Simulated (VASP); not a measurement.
# TiB2 (P6/mmm) in VASP: settings compared, part 2 of 2

VASP 6.6.1. The steps go on from the part before.

### 3 Single point, PBEsol

This run uses another cell than the first one, of 7.62 Å³/atom.

INCAR reads:

```
SYSTEM = TiB2
  PREC = Accurate
  ENCUT = 520
  EDIFF = 1E-6
  ISMEAR = -1
  SIGMA = 0.05
  LREAL = .FALSE.
  LASPH = .TRUE.
  NELM = 80
  ALGO = Normal
  ISIF = 2
  LWAVE = .FALSE.
  LCHARG = .TRUE.
  GGA = PS
  LELF = .TRUE.
  LVHAR = .TRUE.
  NBANDS = 16
```

KPOINTS reads:

```
regular mesh
0
G
  10 10 8
  0 0 0
```

POSCAR reads:

```
TiB2
1.0
    2.9338283456      0.0000000000      0.0000000000
   -1.4669141728      2.5407698777      0.0000000000
    0.0000000000      0.0000000000      3.0658254725
Ti B
1 2
Direct
    0.0000000000      0.0000000000      0.0000000000
    0.6666666667      0.3333333333      0.5000000000
    0.3333333333      0.6666666667      0.5000000000
```

Potentials or basis: VASP PAW PBE potentials, release 64 (Ti_sv, B).

Started as:

```bash
> cat potpaw_PBE.64/Ti_sv/POTCAR potpaw_PBE.64/B/POTCAR > POTCAR
> mpirun -np 1 vasp_std > vasp.out
```

OUTCAR:

```text
SYSTEM = TiB2
   PREC = Accurate
   ENCUT = 520
   EDIFF = 1E-6
   ISMEAR = -1
   LREAL = .FALSE.
   LASPH = .TRUE.
   NELM = 80
   ISIF = 2
   GGA = PS

 ion  position               nearest neighbor table
   1  0.000  0.000  0.000-   2 2.28   3 2.28   2 2.28   3 2.28   2 2.28   2 2.28   3 2.28   3 2.28
                             2 2.28   2 2.28   3 2.28   3 2.28
   2  0.667  0.333  0.500-   3 1.69   3 1.69   3 1.69   1 2.28   1 2.28   1 2.28   1 2.28   1 2.28
                             1 2.28
   3  0.333  0.667  0.500-   2 1.69   2 1.69   2 1.69   1 2.28   1 2.28   1 2.28   1 2.28   1 2.28
                             1 2.28

  LATTYP: Found a hexagonal cell.
 ALAT       =     2.9338283456
 C/A-ratio  =     1.0449914280

  Lattice vectors:

 A1 = (   2.9338283456,   0.0000000000,   0.0000000000)
 A2 = (  -1.4669141728,   2.5407698777,   0.0000000000)
 A3 = (   0.0000000000,   0.0000000000,   3.0658254725)

Analysis of symmetry for initial positions (statically):
=====================================================================
 Subroutine PRICEL returns:
 Original cell was already a primitive cell.

 Routine SETGRP: Setting up the symmetry group for a
 hexagonal supercell.

 Subroutine GETGRP returns: Found 24 space group operations
 (whereof 24 operations were pure point group operations)
 out of a pool of 24 trial point group operations.

The static configuration has the point symmetry D_6h.

Analysis of symmetry for dynamics (positions and initial velocities):
=====================================================================
 Subroutine PRICEL returns:
 Original cell was already a primitive cell.

 Routine SETGRP: Setting up the symmetry group for a
 hexagonal supercell.

 Subroutine GETGRP returns: Found 24 space group operations
 (whereof 24 operations were pure point group operations)
 out of a pool of 24 trial point group operations.

The dynamic configuration has the point symmetry D_6h.

 Subroutine INISYM returns: Found 24 space group operations
 (whereof 24 operations are pure point group operations),
 and found     1 'primitive' translations
[... 119 lines left out ...]
  Fermi-wavevector in a.u.,A,eV,Ry     =   1.511877  2.857034 31.099824  2.285773
  Thomas-Fermi vector in A             =   2.621876
   LORBIT       =      0    0 simple, 1 ext, 2 COOP (PROOUT), +10 PAW based schemes
   GGA     = PS    functional components
   LHFCALC =     F    Hartree Fock is set to
   AEXX    =    0.0000 exact exchange contribution
   IVDW    =     0    specifies the selected vdW correction
   LEPSILON=     F    determine dielectric tensor
   LRPA    =     F    only Hartree local field effects (RPA)
 non-spin polarized calculation
  energy-cutoff  :      520.00
  volume of cell :       22.85
 maximum number of plane-waves:       636
 NGX is ok and might be reduce to    24
   NGX = 11   NGY = 11   NGZ = 11

 number of electron      18.0000000 magnetization

 Free energy of the ion-electron system (eV)
  ---------------------------------------------------
  ext. energy  EPLUGINS =         0.00000000
  ---------------------------------------------------
  free energy    TOTEN  =       -25.58228431 eV

  energy without entropy =      -25.57508291  energy(sigma->0) =      -25.57868361

 E-fermi :  11.1186     XC(G=0): -13.4434

 val. band max:       11.1050150325   @ k =   0.1000   0.1000   0.2500
 cond. band min:      11.1238258858   @ k =   0.0000   0.0000   0.3750
 fundamental gap:      0.0188108533
 Fermi energy:        11.1185516898

 k-point     1 :       0.0000    0.0000    0.0000
  band No.  band energies     occupation
      1     -45.1721      2.00000
      2     -21.6348      2.00000
      3     -21.2715      2.00000
      4     -21.2715      2.00000
      5      -2.8400      2.00000
      6       8.2228      2.00000
[... 433 lines left out ...]
      3     -21.5767      2.00000
      4     -21.4341      2.00000
      5       1.0399      2.00000
      6       2.4862      2.00000
[... 8 lines left out ...]
     15      21.1614      0.00000
     16      21.8678      0.00000

 [... further k-points ...]

------------------------ aborting loop because EDIFF is reached ----------------------------------------

  FORCE on cell =-STRESS in cart. coord.  units (eV):
  Direction    XX          YY          ZZ          XY          YZ          ZX
  --------------------------------------------------------------------------------------
  -------------------------------------------------------------------------------------
  Total        4.3558273      4.3558273      4.3250967      0.0000000     -0.0000000      0.0000000
  in kB      305.3752075    305.3752076    303.2207671      0.0000000     -0.0000000      0.0000000
  external PRESSURE =     304.6570607 kB  Pullay stress =       0.0000000 kB

 VOLUME and BASIS-vectors are now :
 -----------------------------------------------------------------------------
  energy-cutoff  :      520.00
  volume of cell :       22.85
      direct lattice vectors                 reciprocal lattice vectors
     2.933828346  0.000000000  0.000000000     0.340851571  0.196790746  0.000000000
    -1.466914173  2.540769878  0.000000000     0.000000000  0.393581492  0.000000000
     0.000000000  0.000000000  3.065825472     0.000000000  0.000000000  0.326176428

 POSITION                                       TOTAL-FORCE (eV/Angst)
 -----------------------------------------------------------------------------------
      0.00000      0.00000      0.00000        -0.000000      0.000000      0.000000
      1.46691      0.84692      1.53291        -0.000000      0.000000      0.000000
     -0.00000      1.69385      1.53291         0.000000      0.000000     -0.000000
 -----------------------------------------------------------------------------------
    total drift:                               -0.000000      0.000000      0.000000

  FREE ENERGIE OF THE ION-ELECTRON SYSTEM (eV)
  ---------------------------------------------------
  free  energy   TOTEN  =       -25.5822843092 eV

  energy  without entropy=      -25.5750829099  energy(sigma->0) =      -25.57868361
```

OSZICAR:

```text
N       E                     dE             d eps       ncg     rms          rms(c)
DAV:   1     0.124587724233E+03    0.12459E+03   -0.91085E+03  2240   0.132E+03
DAV:   2    -0.237990700415E+02   -0.14839E+03   -0.14279E+03  2480   0.351E+02
DAV:   3    -0.305538906119E+02   -0.67548E+01   -0.67061E+01  3040   0.737E+01
DAV:   4    -0.307271290850E+02   -0.17324E+00   -0.17312E+00  2840   0.101E+01
DAV:   5    -0.307318494981E+02   -0.47204E-02   -0.47204E-02  3104   0.142E+00    0.203E+01
DAV:   6    -0.255520673243E+02    0.51798E+01   -0.17837E+01  3200   0.511E+01    0.479E+00
DAV:   7    -0.255720082563E+02   -0.19941E-01   -0.80079E-01  2360   0.971E+00    0.418E+00
DAV:   8    -0.255818963659E+02   -0.98881E-02   -0.81409E-02  3512   0.237E+00    0.573E-01
DAV:   9    -0.255824063981E+02   -0.51003E-03   -0.11379E-02  2712   0.132E+00    0.167E-01
DAV:  10    -0.255825036342E+02   -0.97236E-04   -0.29939E-03  2856   0.733E-01    0.193E-01
DAV:  11    -0.255822894871E+02    0.21415E-03   -0.47382E-04  3048   0.249E-01    0.683E-02
DAV:  12    -0.255822840005E+02    0.54866E-05   -0.39846E-05  2816   0.615E-02    0.980E-03
DAV:  13    -0.255822843092E+02   -0.30868E-06   -0.15522E-06  2472   0.129E-02
   1 F= -.25582284E+02 E0= -.25578684E+02  d E =-.720140E-02
```

stdout:

```text
POSCAR found type information on POSCAR TiB
 POSCAR found :  2 types and       3 ions
 scaLAPACK will be used
 -----------------------------------------------------------------------------
|                                                                             |
|                                                                             |
|     You enforced a specific xc type in the INCAR file but a different       |
|     I HOPE YOU KNOW WHAT YOU ARE DOING!                                     |
|                                                                             |
 -----------------------------------------------------------------------------

 LDA part: xc-table for (Slater+PW92), standard interpolation
 POSCAR, INCAR and KPOINTS ok, starting setup
 FFT: planning ... GRIDC
 FFT: planning ... GRID_SOFT
 FFT: planning ... GRID
 WAVECAR not read
 entering main loop
```

Run time: 28 s. Hardware: 1 thread of Intel Xeon 8259CL, shared host; peak memory 0.15 GiB.

Results:

```yaml
Free_energy: -25.5823 eV
Pressure: 30.5 GPa
Band_gap_on_the_k_mesh: zero (bands 9 and 10 overlap by 0.97 eV)
```

Stress tensor (GPa, compression positive):
```
30.54  0.00  0.00
 0.00 30.54  0.00
 0.00  0.00 30.32
```

Levels at points of the mesh, in eV from the Fermi level:
```csv
k point,band 6,band 7,band 8,band 9,band 10,band 11,band 12,band 13
"(0.00, 0.00, 0.00)",-2.90,-2.90,-2.30,-1.98,2.36,2.36,4.49,4.49
"(0.50, 0.00, 0.00)",-9.27,-3.35,-3.33,-2.53,1.72,3.26,3.87,3.95
"(0.00, 0.00, 0.50)",-7.97,-0.49,-0.49,-0.25,-0.25,0.58,0.58,2.31
"(0.50, 0.00, 0.50)",-7.57,-5.05,-4.17,-3.05,3.20,3.51,5.57,5.64
```

Caveat: the cell stands under pressure; the PAW data sets were made with another functional, which shifts forces and pressure a little.

### 4 Single point, PBEsol+D3(BJ)

This run uses another cell than the first one, of 8.15 Å³/atom.

INCAR reads:

```
PREC = Accurate ; ENCUT = 520
EDIFF = 1E-7 ; ISMEAR = -1
SIGMA = 0.05 ; LREAL = F
LASPH = T ; NELM = 60
ALGO = Normal ; ISIF = 2
LWAVE = F ; LCHARG = F
GGA = PS ; IVDW = 12
NBANDS = 16
```

KPOINTS reads:

```
regular mesh
0
Gamma
  10 10 8
```

POSCAR reads:

```
TiB2
1.0
    2.9921248218      0.0000000000      0.0000000000
   -1.4960624109      2.5912561070      0.0000000000
    0.0000000000      0.0000000000      3.1517285230
Ti B
1 2
Direct
    0.0000000000      0.0000000000      0.0000000000
    0.6666666667      0.3333333333      0.5000000000
    0.3333333333      0.6666666667      0.5000000000
```

Started as:

```bash
> cat potpaw_PBE.64/Ti_sv/POTCAR potpaw_PBE.64/B/POTCAR > POTCAR
> mpirun -np 1 vasp_std > vasp.out
```

It took 33 s on 1 thread of Intel Xeon 8259CL, shared host; peak memory 0.17 GiB.

It converged, with:

- Free energy: -26.9300 eV
- Pressure: 0.4 GPa
- Band gap on the k mesh: zero (bands 9 and 10 overlap by 0.78 eV)
- Dispersion energy per atom: -0.387 eV

Stress tensor (GPa, compression positive):
```
0.44 0.00 0.00
0.00 0.44 0.00
0.00 0.00 0.29
```

Levels at points of the mesh, in eV from the Fermi level:
```csv
k point,band 7,band 8,band 9,band 10,band 11,band 12
"(0.00, 0.00, 0.00)",-2.70,-2.16,-2.10,2.13,2.13,4.07
"(0.50, 0.00, 0.00)",-3.26,-3.20,-2.35,1.54,2.99,3.53
"(0.00, 0.00, 0.50)",-0.48,-0.48,-0.19,-0.19,0.53,0.53
"(0.50, 0.00, 0.50)",-4.78,-3.93,-3.08,2.84,3.21,5.03
```

Caveat: the PAW data sets were made with another functional, which shifts forces and pressure a little.

### 5 Overview

```tsv
task	level	cell	cutoff (eV)	gap on the mesh (eV)	pressure (GPa)
relaxation of cell and atoms	PBE+D4	relaxed from a = 3.029, b = 3.029, c = 3.228 Å, angles 90.0, 90.0, 120.0°, 3 atoms	600	none	0.0
single point	PBEsol	a = 2.934, b = 2.934, c = 3.066 Å, angles 90.0, 90.0, 120.0°, 3 atoms	520	none	30.5
single point	PBEsol+D3(BJ)	a = 2.992, b = 2.992, c = 3.152 Å, angles 90.0, 90.0, 120.0°, 3 atoms	520	none	0.4
```

Alike in all rows: potentials or basis VASP PAW PBE potentials, release 64 (Ti_sv, B); no spin polarisation; k mesh 10 × 10 × 8; smearing fermi-dirac 0.05 eV.

Caveats: the PAW data sets were made with another functional, which shifts forces and pressure a little (at least some runs); the cell stands under pressure (at least some runs).

Absolute energies hang on the potentials; compare differences alone.
